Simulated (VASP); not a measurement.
A run of VASP 6.6.1 is set up as follows.

POSCAR

```
Ru
1.0
    2.4151372778      0.0000000000      0.0000000000
   -1.2075686389      2.0915702362      0.0000000000
    0.0000000000      0.0000000000      3.8467546829
Ru
2
Direct
    0.3333333333      0.6666666667      0.2500000000
    0.6666666667      0.3333333333      0.7500000000
```

File INCAR.step1:

```
SYSTEM = Ru
PREC = Accurate
ENCUT = 550
ISMEAR = -1
SIGMA = 0.08
LREAL = .False.
LASPH = .True.
NELM = 120
NBANDS = 21
GGA = PE
ALGO = Normal
EDIFF = 1E-5
LWAVE = .True.
LCHARG = .False.
GGA_COMPAT = .False.
```

File INCAR.step2:

```
SYSTEM = Ru
PREC = Accurate
ENCUT = 550
EDIFF = 1E-6
ISMEAR = -1
SIGMA = 0.08
LREAL = .False.
LASPH = .True.
NELM = 120
ALGO = Normal
ISIF = 2
LWAVE = .False.
LCHARG = .True.
METAGGA = R2SCAN
LMIXTAU = .True.
LELF = .True.
LVHAR = .True.
NBANDS = 21
ISTART = 1
GGA_COMPAT = .False.
```

File KPOINTS:

```
regular mesh
0
Gamma
  16 16 9
  0 0 0
```

Potentials or basis: VASP PAW PBE potentials, release 64 (Ru_pv).

Command:

```console
$ cat potpaw_PBE.64/Ru_pv/POTCAR > POTCAR
$ cp INCAR.step1 INCAR
$ mpirun -np 1 vasp_std > vasp.out
$ cp INCAR.step2 INCAR
$ mpirun -np 1 vasp_std > vasp.out
```

Question: What does it give for the pressure?

Answer: 243.8 GPa.

Question: What does it give for the band gap on the k mesh?

Answer: Zero (bands 14 and 15 overlap by 5.63 eV).

Stress tensor (GPa, compression positive):
```
243.61   0.00   0.00
  0.00 243.61   0.00
  0.00   0.00 244.08
```

Caveat: the cell stands under pressure; an empty level that is flat over the whole mesh can mark a ghost state of the potentials, or a narrow d or f band; the PAW data sets were made with another functional, which shifts forces and pressure a little.
